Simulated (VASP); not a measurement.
Write the native input for VASP 6.6.1 that does the following.

| Property | Result |
| --- | --- |
| Task | single point |
| Functional | PBE |
| Potentials or basis | VASP PAW PBE potentials, release 64 (Cd, Se) |
| Cutoff | 520 eV |
| k mesh | 6 × 6 × 4 |
| Occupations | gaussian, width 0.01 eV |
| Spin | no spin polarisation |
| Dipole correction | no |
| Further INCAR settings | ALGO = Normal; EDIFF = 1e-07; NBANDS = 26 |

The structure of CdSe lies in POSCAR:

```
CdSe
1.0
    4.3840058047      0.0000000000      0.0000000000
   -2.1920029023      3.7966603972      0.0000000000
    0.0000000000      0.0000000000      7.1556125886
Cd Se
2 2
Direct
    0.3333333333      0.6666666667     -0.0002790363
    0.6666666667      0.3333333333      0.4997209637
    0.3333333333      0.6666666667      0.3752790363
    0.6666666667      0.3333333333      0.8752790363
```

These files were run (other wordings do the same):

INCAR

```
SYSTEM = CdSe
PREC     = Accurate       ! precision mode
ENCUT    = 520            ! plane-wave cutoff, eV
EDIFF    = 1E-7           ! SCF threshold, eV
ISMEAR   = 0              ! smearing method
SIGMA    = 0.01           ! smearing width, eV
LREAL    = .FALSE.        ! projectors in reciprocal space
LASPH    = .TRUE.         ! aspherical terms in the spheres
NELM     = 80             ! most SCF steps
ALGO     = Normal         ! electronic algorithm
ISIF     = 2              ! what is computed and relaxed
LWAVE    = .FALSE.        ! write WAVECAR
LCHARG   = .TRUE.         ! write CHGCAR
GGA      = PE             ! functional
LELF     = .TRUE.         ! ELF
LVHAR    = .TRUE.       
NBANDS   = 26             ! bands
```

KPOINTS

```
Automatic mesh
0
G
  6 6 4
  0 0 0
```

Potentials or basis: VASP PAW PBE potentials, release 64 (Cd, Se).

Command:

```bash
$ cat potpaw_PBE.64/Cd/POTCAR potpaw_PBE.64/Se/POTCAR > POTCAR
$ mpirun -np 1 vasp_std > vasp.out
```

It gave:

```yaml
Pressure: 0.2 GPa
Largest_force: 0.004 eV/Å
Band_gap_on_the_k_mesh: 0.54 eV, direct
```

Run time: 62 s on 1 thread of Intel(R) Xeon(R) Platinum 8559C (Emerald Rapids) (shared host), peak memory 0.26 GiB.
